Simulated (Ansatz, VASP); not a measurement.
# Two plane-wave programs on CdF2

The input POSCAR:

```
CdF2
1.0
    0.0000000000      2.6940000000      2.6940000000
    2.6940000000      0.0000000000      2.6940000000
    2.6940000000      2.6940000000      0.0000000000
Cd F
1 2
Direct
   -0.0160732258     -0.0160732258     -0.0160732258
    0.2500000000      0.2500000000      0.2500000000
    0.7500000000      0.7500000000      0.7500000000
```

File INCAR.step1:

```
SYSTEM = CdF2
  PREC = Accurate
  ENCUT = 520
  ISMEAR = 0
  SIGMA = 0.05
  LREAL = .FALSE.
  LASPH = .TRUE.
  NELM = 100
  NBANDS = 20
  GGA = PE
  ALGO = Normal
  EDIFF = 1E-4
  LWAVE = .TRUE.
  LCHARG = .FALSE.
```

The input INCAR.step2:

```
SYSTEM = CdF2
  PREC = Accurate
  ENCUT = 520
  EDIFF = 1E-7
  ISMEAR = 0
  SIGMA = 0.05
  LREAL = .FALSE.
  LASPH = .TRUE.
  NELM = 100
  ALGO = Normal
  ISIF = 2
  LWAVE = .FALSE.
  LCHARG = .TRUE.
  METAGGA = R2SCAN
  LMIXTAU = .TRUE.
  LELF = .TRUE.
  LVHAR = .TRUE.
  NBANDS = 20
  ISTART = 1
```

Contents of KPOINTS:

```
regular mesh
0
G
  8 8 8
  0 0 0
```

Input for Ansatz:

```yaml
crystal:
  lattice:
    - [0.0, 2.694, 2.694]
    - [2.694, 0.0, 2.694]
    - [2.694, 2.694, 0.0]
  atoms:
    - { symbol: Cd, position: [-0.0160732258, -0.0160732258, -0.0160732258] }
    - { symbol: F, position: [0.25, 0.25, 0.25] }
    - { symbol: F, position: [0.75, 0.75, 0.75] }
basis:
  ecutwfc: 500
kpoints:
  mp_grid: { grid: [8, 8, 8] }
hamiltonian:
  xc: r2scan
scf:
  occupations: { method: gaussian, width: 0.05 }
output:
  forces: true
  stress: true
  eigenvalues: true
```

Change from the starting cell: all Cd atoms moved -0.150 Å, as atom 1 along Cartesian [1 1 1].

Alike in both runs: task single point; functional r2SCAN; k mesh 8 × 8 × 8; occupations gaussian, width 0.05 eV; no spin polarisation.

|  | VASP | Ansatz |
| --- | --- | --- |
| version | VASP 6.6.1 | Ansatz 0.2.0 |
| potentials or method | VASP PAW PBE potentials, release 64 (Cd, F), cutoff 520 eV | scalar-relativistic, plane waves, PAW |
| valence electrons in the cell | 26 | 34 |

```tsv
	VASP	Ansatz	Ansatz less VASP
gap on the k mesh at the Fermi level (eV)	3.77	3.82	+0.047
least direct gap on the mesh (eV)	4.26	4.31	+0.054
pressure (GPa)	2.4	1.3	-1.07
traceless stress, the component that is largest in VASP (GPa)	0.92	0.84	-0.078
rms of the force components (eV/Å)	0.413	0.370	-0.0428
```

VASP's potentials were made for PBE, not for r2SCAN. Atom by atom the forces differ by 0.043 eV/Å (rms over components). VASP's potentials hold 26 valence electrons a cell and Ansatz's 34, so a difference there can come from the potentials and not from the codes.
